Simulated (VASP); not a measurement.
Wanted: the native input for a VASP 6.6.1 run.

* Task: single point
* Functional: PBE
* Potentials or basis: VASP PAW PBE potentials, release 64 (Sb_d_GW, P)
* Cutoff: 400 eV
* k mesh: 12 × 12 × 1
* Occupations: gaussian, width 0.02 eV
* Spin: no spin polarisation
* Dipole correction: yes
* Further INCAR settings: ALGO = Normal; EDIFF = 1e-06; NBANDS = 17; NELMDL = -8

The structure of SbP lies in POSCAR:

```
SbP
1.0
    3.7334054037     -0.0000000029      0.0000000000
   -1.8667026993      3.2332239237      0.0000000000
    0.0000000000      0.0000000000     26.8369017600
Sb P
1 1
Direct
    0.6666666667      0.3333333333      0.3247249229
    0.3333333333      0.6666666667      0.2714690843
```

These files were run (other wordings do the same):

INCAR

```
SYSTEM = SbP
  ALGO = Normal
  DIPOL = 0.5 0.5 0.298
  EDIFF = 1E-6
  ENCUT = 400
  GGA = PE
  GGA_COMPAT = .FALSE.
  IDIPOL = 3
  ISIF = 2
  ISMEAR = 0
  LASPH = .TRUE.
  LCHARG = .TRUE.
  LDIPOL = .TRUE.
  LELF = .TRUE.
  LREAL = .FALSE.
  LVACPOTAV = .TRUE.
  LVHAR = .TRUE.
  LWAVE = .FALSE.
  NBANDS = 17
  NELM = 120
  NELMDL = -8
  PREC = Accurate
  SIGMA = 0.02
```

KPOINTS

```
k-points
0
G
  12 12 1
  0 0 0
```

Potentials or basis: VASP PAW PBE potentials, release 64 (Sb_d_GW, P).

Run with:

```sh
$ cat potpaw_PBE.64/Sb_d_GW/POTCAR potpaw_PBE.64/P/POTCAR > POTCAR
$ mpirun -np 1 vasp_std > vasp.out
```

Results of the run:

- Largest force: 0.025 eV/Å
- Band gap on the k mesh: 1.76 eV (least direct gap 2.11 eV)

Caveat: spin-orbit coupling is left out, which moves the levels of the heavy elements.

It took 2.3 min on 1 thread of Intel(R) Xeon(R) Platinum 8259CL CPU @ 2.50GHz (Skylake/Cascade Lake), with other jobs on the host, peak memory 0.36 GiB.
